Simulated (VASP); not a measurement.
Input of a VASP 6.6.1 run:

The input POSCAR:

```
Cd2SeO
1.0
    4.0169407759      0.0000000000      0.0000000000
    0.0000000000      4.0169407759      0.0000000000
    0.0000000000      0.0000000000      5.3610939013
O Cd Se
1 2 1
Direct
    0.0000000000      0.0000000000      0.0000000000
    0.0000000000      0.5000000000      0.8125683708
    0.5000000000      0.0000000000      0.1874316292
    0.5000000000      0.5000000000      0.5000000000
```

Contents of INCAR.step1:

```
SYSTEM = Cd2SeO
  PREC = Accurate
  ENCUT = 520
  ISMEAR = -1
  SIGMA = 0.02
  LREAL = .False.
  LASPH = .True.
  NELM = 60
  NBANDS = 26
  GGA = PE
  ALGO = Normal
  EDIFF = 1E-4
  LWAVE = .True.
  LCHARG = .False.
```

The input INCAR.step2:

```
SYSTEM = Cd2SeO
  PREC = Accurate
  ENCUT = 520
  EDIFF = 1E-7
  ISMEAR = -1
  SIGMA = 0.02
  LREAL = .False.
  LASPH = .True.
  NELM = 60
  ALGO = Normal
  ISIF = 2
  LWAVE = .False.
  LCHARG = .False.
  METAGGA = R2SCAN
  LMIXTAU = .True.
  NBANDS = 26
  ISTART = 1
```

KPOINTS

```
Automatic mesh
0
Gamma
  6 6 6
  0 0 0
```

Potentials or basis: VASP PAW PBE potentials, release 64 (O, Cd, Se).

The run is started by

```sh
$ cat potpaw_PBE.64/O/POTCAR potpaw_PBE.64/Cd/POTCAR potpaw_PBE.64/Se/POTCAR > POTCAR
$ cp INCAR.step1 INCAR
$ mpirun -np 1 vasp_std > vasp.out
$ cp INCAR.step2 INCAR
$ mpirun -np 1 vasp_std > vasp.out
```

What does it give for the pressure?

0.6 GPa.

Predict the band gap on the k mesh.

zero (filled and empty bands touch).

Stress tensor (GPa, compression positive):
```
0.71 0.00 0.00
0.00 0.71 0.00
0.00 0.00 0.45
```

Caveat: the PAW data sets were made with another functional, which shifts forces and pressure a little.
